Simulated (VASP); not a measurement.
Wanted: the native input for a VASP 6.6.1 run.

| Quantity | Value |
| --- | --- |
| Task | single point |
| Functional | RPBE |
| Dispersion | D4 |
| Potentials or basis | VASP PAW PBE potentials, release 64 (W_sv, Au) |
| Cutoff | 520 eV |
| k mesh | 8 × 8 × 8 |
| Occupations | fermi-dirac, width 0.05 eV |
| Spin | no spin polarisation |
| Dipole correction | no |
| Further INCAR settings | ALGO = Normal; EDIFF = 1e-06; NBANDS = 20 |

The structure of WAu lies in POSCAR:

```
WAu
1.0
    0.0000000000      2.8748303241      2.8748303241
    2.8748303241      0.0000000000      2.8748303241
    2.8748303241      2.8748303241      0.0000000000
W Au
1 1
Direct
    0.0000000000      0.0000000000      0.0000000000
    0.7500000000      0.7500000000      0.7500000000
```

These files were run (other wordings do the same):

INCAR

```
SYSTEM = WAu
ALGO = Normal ; EDIFF = 1E-6
ENCUT = 520 ; GGA = RP
ISIF = 2 ; ISMEAR = -1
IVDW = 13 ; LASPH = .TRUE.
LCHARG = .FALSE. ; LREAL = .FALSE.
LWAVE = .FALSE. ; NBANDS = 20
NELM = 100 ; PREC = Accurate
SIGMA = 0.05
```

KPOINTS

```
k-points
0
G
  8 8 8
  0 0 0
```

Potentials or basis: VASP PAW PBE potentials, release 64 (W_sv, Au).

Run with:

```console
$ cat potpaw_PBE.64/W_sv/POTCAR potpaw_PBE.64/Au/POTCAR > POTCAR
$ mpirun -np 1 vasp_std > vasp.out
```

It gave:

* Pressure: 0.0 GPa
* Dispersion energy per atom: -1.009 eV

Caveat: the PAW data sets were made with another functional, which shifts forces and pressure a little; pairwise dispersion overbinds metals, which lowers pressure and volume.

Wall time 30 s on 1 thread of Intel(R) Xeon(R) Platinum 8259CL CPU @ 2.50GHz (Skylake/Cascade Lake), with other jobs on the host, peak memory 0.18 GiB.
